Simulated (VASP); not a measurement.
The system is ZnSe.

```
Se Zn
1.0
     0.00000    2.81478    2.81478
     2.81478    0.00000    2.81478
     2.81478    2.81478    0.00000
Se Zn
1 1
Direct
  0.75000 0.75000 0.75000
  0.00000 0.00000 0.00000
```

Program: VASP 6.6.1. Alike in all runs: task single point; potentials or basis VASP PAW PBE potentials, release 64 (Se, Zn); no spin polarisation; cell as given; k mesh 4 × 4 × 4; cutoff (eV) 520; smearing fermi-dirac 0.05 eV.

Problem. Order these runs on this cell by their pressure, lowest first.
A. level HSE06; share of exact exchange 0.25; screening parameter 0.2079 1/Å
B. level BHLYP; share of exact exchange 0.5
C. level r2SCAN50; share of exact exchange 0.5

Solution. C (0.8 GPa), A (2.9 GPa), B (4.5 GPa).

Caveats: all runs use coarse meshes; the PAW data sets were made with another functional, which shifts forces and pressure a little.
